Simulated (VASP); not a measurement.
SnAs, 2 atoms in the cell. The structure is cubic, space group Fm-3m (No. 225). Conventional cell: a = 4.714 Å, b = 4.714 Å, c = 4.714 Å, α = 90.00°, β = 90.00°, γ = 90.00°. Within 3.1 Å of Sn (site symmetry m-3m) lie 6 As at 2.36 Å. Within 3.1 Å of As (site symmetry m-3m) lie 6 Sn at 2.36 Å.  This cell differs from its parent crystal: volume scaled by 0.55.

```yaml
Program: VASP 6.6.1
Task: single point
Functional: LDA
Potentials_or_basis: VASP PAW LDA potentials, release 64 (Sn_d, As)
Cutoff: 520 eV
k_mesh: 11 × 11 × 11
Occupations: fermi-dirac, width 0.05 eV
Spin: no spin polarisation
Dipole_correction: no
Further_INCAR_settings: ALGO = Normal; EDIFF = 1e-07; NBANDS = 16
```

Potentials or basis: VASP PAW LDA potentials, release 64 (Sn_d, As).

Launch:

```bash
$ cat potpaw_LDA.64/Sn_d/POTCAR potpaw_LDA.64/As/POTCAR > POTCAR
$ mpirun -np 1 vasp_std > vasp.out
```

Hardware: 1 thread of Intel Xeon 6975P-C (shared host).

Question: How long does it take, and how much memory?

Answer: It took 21 s on 1 thread of Intel Xeon 6975P-C, on a shared host, peak memory 0.16 GiB. Counts: scf iterations 13, k points 56.
